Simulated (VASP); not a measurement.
# Cd (P6_3/mmc) in VASP: settings compared, part 2 of 2

VASP 6.6.1. The steps go on from the part before.

## 3. Single point, r2SCAN

This run uses another cell than the first one, of 21.15 Å³/atom.

Contents of POSCAR:

```
Cd
1.0
    2.9588769815      0.0000000000      0.0000000000
   -1.4794384907      2.5624626327      0.0000000000
    0.0000000000      0.0000000000      5.5799465150
Cd
2
Direct
    0.6666666667      0.3333333333      0.7500000000
    0.3333333333      0.6666666667      0.2500000000
```

Contents of INCAR.step1:

```
SYSTEM = Cd
PREC     = Accurate       ! precision mode
ENCUT    = 700            ! plane-wave cutoff, eV
ISMEAR   = -1             ! smearing method
SIGMA    = 0.05           ! smearing width, eV
LREAL    = .False.        ! projectors in reciprocal space
LASPH    = .True.         ! aspherical terms in the spheres
NELM     = 120            ! most SCF steps
NBANDS   = 27             ! bands
GGA      = PE             ! functional
ALGO     = Normal         ! electronic algorithm
EDIFF    = 1E-5           ! SCF threshold, eV
LWAVE    = .True.         ! write WAVECAR
LCHARG   = .False.        ! write CHGCAR
GGA_COMPAT= .False.
```

Contents of INCAR.step2:

```
SYSTEM = Cd
PREC     = Accurate       ! precision mode
ENCUT    = 700            ! plane-wave cutoff, eV
EDIFF    = 1E-6           ! SCF threshold, eV
ISMEAR   = -1             ! smearing method
SIGMA    = 0.05           ! smearing width, eV
LREAL    = .False.        ! projectors in reciprocal space
LASPH    = .True.         ! aspherical terms in the spheres
NELM     = 120            ! most SCF steps
ALGO     = Normal         ! electronic algorithm
ISIF     = 2              ! what is computed and relaxed
LWAVE    = .False.        ! write WAVECAR
LCHARG   = .True.         ! write CHGCAR
METAGGA  = R2SCAN         ! meta-GGA
LMIXTAU  = .True.       
LELF     = .True.         ! ELF
LVHAR    = .True.       
NBANDS   = 27             ! bands
ISTART   = 1            
GGA_COMPAT= .False.
```

Contents of KPOINTS:

```
Automatic mesh
0
Gamma
  10 10 5
  0 0 0
```

Potentials or basis: VASP PAW PBE potentials, release 64 (Cd_sv_GW).

On the command line:

```bash
$ cat potpaw_PBE.64/Cd_sv_GW/POTCAR > POTCAR
$ cp INCAR.step1 INCAR
$ mpirun -np 1 vasp_std > vasp.out
$ cp INCAR.step2 INCAR
$ mpirun -np 1 vasp_std > vasp.out
```

OUTCAR:

```text
SYSTEM = Cd
   PREC = Accurate
   ENCUT = 700
   EDIFF = 1E-6
   ISMEAR = -1
   LREAL = .False.
   LASPH = .True.
   NELM = 120
   ISIF = 2
   METAGGA = R2SCAN
   ISTART = 1

 ion  position               nearest neighbor table
   1  0.667  0.333  0.750-
   2  0.333  0.667  0.250-

  LATTYP: Found a hexagonal cell.
 ALAT       =     2.9588769815
 C/A-ratio  =     1.8858325472

  Lattice vectors:

 A1 = (   2.9588769815,   0.0000000000,   0.0000000000)
 A2 = (  -1.4794384907,   2.5624626327,   0.0000000000)
 A3 = (   0.0000000000,   0.0000000000,   5.5799465150)

Analysis of symmetry for initial positions (statically):
=====================================================================
 Subroutine PRICEL returns:
 Original cell was already a primitive cell.

 Routine SETGRP: Setting up the symmetry group for a
 hexagonal supercell.

 Subroutine GETGRP returns: Found 24 space group operations
 (whereof 12 operations were pure point group operations)
 out of a pool of 24 trial point group operations.

The static configuration has the point symmetry D_3d.
 The point group associated with its full space group is D_6h.

Analysis of symmetry for dynamics (positions and initial velocities):
=====================================================================
 Subroutine PRICEL returns:
 Original cell was already a primitive cell.

 Routine SETGRP: Setting up the symmetry group for a
 hexagonal supercell.

 Subroutine GETGRP returns: Found 24 space group operations
 (whereof 12 operations were pure point group operations)
 out of a pool of 24 trial point group operations.

The dynamic configuration has the point symmetry D_3d.
 The point group associated with its full space group is D_6h.

 Subroutine INISYM returns: Found 24 space group operations
 (whereof 12 operations are pure point group operations),
 and found     1 'primitive' translations

----------------------------------------------------------------------------------------

                                     Primitive cell

  volume of cell :      42.3072

  direct lattice vectors                    reciprocal lattice vectors
     2.958876982  0.000000000  0.000000000     0.337966062  0.195124797  0.000000000
    -1.479438491  2.562462633  0.000000000     0.000000000  0.390249593  0.000000000
     0.000000000  0.000000000  5.579946515     0.000000000  0.000000000  0.179213187

  length of vectors
     2.958876982  2.958876982  5.579946515     0.390249593  0.390249593  0.179213187

  position of ions in fractional coordinates (direct lattice)
     0.666666667  0.333333333  0.750000000
     0.333333333  0.666666667  0.250000000

  ion indices of the primitive-cell ions
   primitive index   ion index
                 1           1
                 2           2

----------------------------------------------------------------------------------------

 KPOINTS: Automatic mesh

Automatic generation of k-mesh.
 Grid dimensions read from file:
 generate k-points for:   10   10    5

 Generating k-lattice:

  Cartesian coordinates                     Fractional coordinates (reciprocal lattice)
     0.033796606  0.019512480  0.000000000     0.100000000  0.000000000  0.000000000
     0.000000000  0.039024959  0.000000000     0.000000000  0.100000000  0.000000000
     0.000000000  0.000000000  0.035842637     0.000000000  0.000000000  0.200000000

  Length of vectors
     0.039024959  0.039024959  0.035842637

  Shift w.r.t. Gamma in fractional coordinates (k-lattice)
     0.000000000  0.000000000  0.000000000

 Subroutine IBZKPT returns following result:
 ===========================================

 Found     42 irreducible k-points:

 Following reciprocal coordinates:
            Coordinates               Weight
  0.000000  0.000000  0.000000      1.000000
  0.100000  0.000000  0.000000      6.000000
  0.200000  0.000000  0.000000      6.000000
  0.300000  0.000000  0.000000      6.000000
  0.400000  0.000000  0.000000      6.000000
  0.500000  0.000000  0.000000      3.000000
[... 16 lines left out ...]
  0.300000  0.100000  0.200000     24.000000
  0.400000  0.100000  0.200000     24.000000
 [... further k-points ...]
   k-points           NKPTS =     42   k-points in BZ     NKDIM =     42   number of bands    NBANDS=     27
   number of dos      NEDOS =    301   number of ions     NIONS =      2
   total plane-waves  NPLWV =  37632
   dimension x,y,z NGX =    28 NGY =   28 NGZ =   48
   dimension x,y,z NGXF=    56 NGYF=   56 NGZF=   96
   ions per type =               2
   NGX,Y,Z   is equivalent  to a cutoff of  15.73, 15.73, 14.30 a.u.
   NGXF,Y,Z  is equivalent  to a cutoff of  31.46, 31.46, 28.60 a.u.
 SYSTEM =  Cd
   PREC   = accura    normal or accurate (medium, high low for compatibility)
   ISTART =      1    job   : 0-new  1-cont  2-samecut
   ICHARG =      0    charge: 1-file 2-atom 10-const
   ISPIN  =      1    spin polarized calculation?
   LNONCOLLINEAR =      F non collinear calculations
   LSORBIT =      F    spin-orbit coupling
   LASPH  =      T    aspherical Exc in radial PAW
   ENCUT  =  700.0 eV  51.45 Ry    7.17 a.u.   6.38  6.38 12.04*2*pi/ulx,y,z
   NELM   =    120;   NELMIN=  2; NELMDL=  0     # of ELM steps
   EDIFF  = 0.1E-05   stopping-criterion for ELM
   LREAL  =      F    real-space projection
   EDIFFG = 0.1E-04   stopping-criterion for IOM
   NSW    =      0    number of steps for IOM
   IBRION =     -1    ionic relax: 0-MD 1-quasi-New 2-CG
   NFREE  =      0    steps in history (QN), initial steepest desc. (CG)
   ISIF   =      2    stress and relaxation
   ISYM   =      2    0-nonsym 1-usesym 2-fastsym
   POTIM  = 0.5000    time-step for ionic-motion
   TEBEG  =    0.0;   TEEND  =   0.0 temperature during run
   PSTRESS=    0.0 pullay stress
   NELECT =      40.0000    total number of electrons
   NUPDOWN=      -1.0000    fix difference up-down
   EMIN   =  10.00;   EMAX   =-10.00  energy-range for DOS
   EFERMI =   0.00;   METHOD = LEGACY
   ISMEAR =    -1;   SIGMA  =   0.05  broadening in eV -4-tet -1-fermi 0-gaus
   EFERMI_NEDOS =   21; number of points for ismear=-14 and -15
   IALGO  =     38    algorithm
   IMIX   =      4    mixing-type and parameters
     AMIX     =   0.40;   BMIX     =  1.00
     AMIX_MAG =   1.60;   BMIX_MAG =  1.00
  volume/ion in A,a.u.               =      21.15       142.75
  Fermi-wavevector in a.u.,A,eV,Ry     =   1.606781  3.036376 35.126772  2.581745
  Thomas-Fermi vector in A             =   2.702914
   LORBIT       =      0    0 simple, 1 ext, 2 COOP (PROOUT), +10 PAW based schemes
   METAGGA = R2SCAN    functional components
   LHFCALC =     F    Hartree Fock is set to
   AEXX    =    0.0000 exact exchange contribution
   IVDW    =     0    specifies the selected vdW correction
   LEPSILON=     F    determine dielectric tensor
   LRPA    =     F    only Hartree local field effects (RPA)
 non-spin polarized calculation
  energy-cutoff  :      700.00
  volume of cell :       42.31
 maximum number of plane-waves:      1801
 NGX is ok and might be reduce to    28
   NGX = 13   NGY = 13   NGZ = 25

 number of electron      40.0000009 magnetization

 Free energy of the ion-electron system (eV)
  ---------------------------------------------------
  ext. energy  EPLUGINS =         0.00000000
  ---------------------------------------------------
  free energy    TOTEN  =       -40.25505331 eV

  energy without entropy =      -40.25274628  energy(sigma->0) =      -40.25389979

 E-fermi :   6.5670     XC(G=0): -12.2160

 val. band max:        6.3856428392   @ k =   0.1000   0.0000   0.2000
 cond. band min:       6.5908427583   @ k =   0.4000   0.0000   0.0000
 fundamental gap:      0.2051999191
 Fermi energy:         6.5670484067

 k-point     1 :       0.0000    0.0000    0.0000
  band No.  band energies     occupation
      1     -99.4850      2.00000
      2     -99.4835      2.00000
      3     -59.6353      2.00000
      4     -59.6130      2.00000
      5     -59.5792      2.00000
      6     -59.5792      2.00000
[... 19 lines left out ...]
     26      22.3835      0.00000
     27      22.4525      0.00000
[... 661 lines left out ...]
 k-point    24 :       0.4000    0.1000    0.2000
  band No.  band energies     occupation
      1     -99.4794      2.00000
      2     -99.4790      2.00000
      3     -59.6369      2.00000
      4     -59.6350      2.00000
      5     -59.6201      2.00000
      6     -59.6143      2.00000
[... 19 lines left out ...]
     26      17.2126      0.00000
     27      20.5577      0.00000

 [... further k-points ...]

------------------------ aborting loop because EDIFF is reached ----------------------------------------

  FORCE on cell =-STRESS in cart. coord.  units (eV):
  Direction    XX          YY          ZZ          XY          YZ          ZX
  --------------------------------------------------------------------------------------
  -------------------------------------------------------------------------------------
  Total        0.5413867      0.5413867      0.3383837      0.0000000      0.0000000     -0.0000000
  in kB       20.5023508     20.5023508     12.8146123      0.0000000      0.0000000     -0.0000000
  external PRESSURE =      17.9397713 kB  Pullay stress =       0.0000000 kB

 VOLUME and BASIS-vectors are now :
 -----------------------------------------------------------------------------
  energy-cutoff  :      700.00
  volume of cell :       42.31
      direct lattice vectors                 reciprocal lattice vectors
     2.958876982  0.000000000  0.000000000     0.337966062  0.195124797  0.000000000
    -1.479438491  2.562462633  0.000000000     0.000000000  0.390249593  0.000000000
     0.000000000  0.000000000  5.579946515     0.000000000  0.000000000  0.179213187

 POSITION                                       TOTAL-FORCE (eV/Angst)
 -----------------------------------------------------------------------------------
      1.47944      0.85415      4.18496        -0.000000      0.000000      0.000000
     -0.00000      1.70831      1.39499         0.000000     -0.000000      0.000000
 -----------------------------------------------------------------------------------
    total drift:                                0.000000     -0.000000      0.000000

  FREE ENERGIE OF THE ION-ELECTRON SYSTEM (eV)
  ---------------------------------------------------
  free  energy   TOTEN  =       -40.2550533054 eV

  energy  without entropy=      -40.2527462820  energy(sigma->0) =      -40.25389979
```

Wall time 3 min (1 thread of AMD EPYC 9R45 (Zen 5), shared host); peak memory 0.21 GiB.

What came out:

```
Free energy            : -40.2551 eV
Pressure               : 1.8 GPa
Band gap on the k mesh : zero (bands 20 and 21 overlap by 4.26 eV)
```

Caveat: the PAW data sets were made with another functional, which shifts forces and pressure a little.

## 4. Single point, B3LYP+D3(BJ)

Contents of POSCAR:

```
Cd
1.0
    2.9788700000      0.0000000000      0.0000000000
   -1.4894350000      2.5797770946      0.0000000000
    0.0000000000      0.0000000000      5.6176500000
Cd
2
Direct
    0.6666666667      0.3333333333      0.7500000000
    0.3333333333      0.6666666667      0.2500000000
```

Contents of INCAR.step1:

```
  ALGO = Normal
  EDIFF = 1E-5
  ENCUT = 470
  GGA = PE
  GGA_COMPAT = False
  ISIF = 2
  ISMEAR = 0
  LASPH = True
  LCHARG = False
  LREAL = False
  LWAVE = True
  NBANDS = 27
  NELM = 120
  PREC = Accurate
  SIGMA = 0.1
```

Contents of INCAR.step2:

```
  AEXX = 0.2
  AGGAC = 0.81
  AGGAX = 0.72
  ALDAC = 0.19
  ALGO = Normal
  EDIFF = 1E-6
  ENCUT = 470
  GGA = B3
  GGA_COMPAT = False
  ISIF = 2
  ISMEAR = 0
  ISTART = 1
  IVDW = 12
  LASPH = True
  LCHARG = False
  LHFCALC = True
  LREAL = False
  LWAVE = False
  NBANDS = 27
  NELM = 120
  PREC = Accurate
  PRECFOCK = Normal
  SIGMA = 0.1
```

Contents of KPOINTS:

```
k-points
0
Gamma
  5 5 3
```

Potentials or basis: VASP PAW PBE potentials, release 64 (Cd_sv_GW).

On the command line:

```bash
$ cat potpaw_PBE.64/Cd_sv_GW/POTCAR > POTCAR
$ cp INCAR.step1 INCAR
$ mpirun -np 1 vasp_std > vasp.out
$ cp INCAR.step2 INCAR
$ mpirun -np 1 vasp_std > vasp.out
```

OUTCAR:

```text
AEXX = 0.2
   EDIFF = 1E-6
   ENCUT = 470
   GGA = B3
   ISIF = 2
   ISMEAR = 0
   ISTART = 1
   IVDW = 12
   LASPH = True
   LHFCALC = True
   LREAL = False
   NELM = 120
   PREC = Accurate
   PRECFOCK = Normal
 IVDW          = 12

 ion  position               nearest neighbor table
   1  0.667  0.333  0.750-
   2  0.333  0.667  0.250-

  LATTYP: Found a hexagonal cell.
 ALAT       =     2.9788700000
 C/A-ratio  =     1.8858325472

  Lattice vectors:

[... 480 lines left out ...]

------------------------ aborting loop because EDIFF is reached ----------------------------------------

 Edisp (eV)   -1.75346

 E8    (eV) :    -1.2020

  FORCE on cell =-STRESS in cart. coord.  units (eV):
  Direction    XX          YY          ZZ          XY          YZ          ZX
  --------------------------------------------------------------------------------------
  -------------------------------------------------------------------------------------
  Total      -0.17537    -0.17537    -2.55266     0.00000    -0.00000     0.00000
  in kB      -6.50856    -6.50856   -94.73590     0.00000    -0.00000     0.00000
  external pressure =      -35.92 kB  Pullay stress =        0.00 kB

 VOLUME and BASIS-vectors are now :
 -----------------------------------------------------------------------------
  energy-cutoff  :      470.00
  volume of cell :       43.17
      direct lattice vectors                 reciprocal lattice vectors
     2.978870000  0.000000000  0.000000000     0.335697765  0.193815195  0.000000000
    -1.489435000  2.579777095  0.000000000     0.000000000  0.387630389  0.000000000
     0.000000000  0.000000000  5.617650000     0.000000000  0.000000000  0.178010378

 POSITION                                       TOTAL-FORCE (eV/Angst)
 -----------------------------------------------------------------------------------
      1.48944      0.85993      4.21324         0.000000      0.000000     -0.000000
     -0.00000      1.71985      1.40441        -0.000000     -0.000000      0.000000
 -----------------------------------------------------------------------------------
    total drift:                               -0.000003     -0.000005     -0.000001

  FREE ENERGIE OF THE ION-ELECTRON SYSTEM (eV)
  ---------------------------------------------------
  free  energy   TOTEN  =        -2.4068167684 eV

  energy  without entropy=       -2.4030059113  energy(sigma->0) =       -2.40491134
```

OUTCAR.step1:

```text
EDIFF = 1E-5
   ENCUT = 470
   GGA = PE
   ISIF = 2
   ISMEAR = 0
[... 508 lines left out ...]
 -----------------------------------------------------------------------------------
      1.48944      0.85993      4.21324        -0.000000      0.000000      0.000000
     -0.00000      1.71985      1.40441         0.000000      0.000000      0.000000
 -----------------------------------------------------------------------------------
    total drift:                               -0.000000      0.000000      0.000000

  FREE ENERGIE OF THE ION-ELECTRON SYSTEM (eV)
  ---------------------------------------------------
  free  energy   TOTEN  =        -1.5306119159 eV

  energy  without entropy=       -1.5264822698  energy(sigma->0) =       -1.52854709
```

Run time: 24 min. Hardware: 1 thread of Intel Xeon Platinum 8259CL at 2.50GHz (Skylake/Cascade Lake), shared host; peak memory 0.18 GiB.

Results:

| Property | Result |
| --- | --- |
| Free energy | -2.4068 eV |
| Pressure | -3.6 GPa |
| Band gap on the k mesh | zero (bands 20 and 21 overlap by 3.64 eV) |
| Dispersion energy per atom | -0.877 eV |

Caveat: the k points lie up to 0.49 Å⁻¹ apart, too coarse for converged energies and pressures of a metal; the PAW data sets were made with another functional, which shifts forces and pressure a little.

## 5. Summary

```tsv
level	cell	k mesh	cutoff (eV)	smearing	grid for exact exchange (PRECFOCK)	share of exact exchange	gap on the mesh (eV)	pressure (GPa)
BLYP+D3(BJ)	a = 2.988, b = 2.988, c = 5.579 Å, angles 90.0, 90.0, 120.0°, 2 atoms	10 × 10 × 5	630	fermi-dirac 0.05 eV	-	-	none	0.0
r2SCAN	a = 2.959, b = 2.959, c = 5.580 Å, angles 90.0, 90.0, 120.0°, 2 atoms	10 × 10 × 5	700	fermi-dirac 0.05 eV	-	-	none	1.8
B3LYP+D3(BJ)	a = 2.979, b = 2.979, c = 5.618 Å, angles 90.0, 90.0, 120.0°, 2 atoms	5 × 5 × 3	470	gaussian 0.1 eV	Normal	0.2	none	-3.6
```

Alike in all rows: task single point; potentials or basis VASP PAW PBE potentials, release 64 (Cd_sv_GW); no spin polarisation.

Caveats: some runs use coarse meshes; the PAW data sets were made with another functional, which shifts forces and pressure a little; the dispersion term is far too large for a dense solid, which distorts pressure and volume (at least some runs).

Absolute energies hang on the potentials; compare differences alone.

The gap in the log of VASP goes by the Fermi energy; the results here count the filled bands.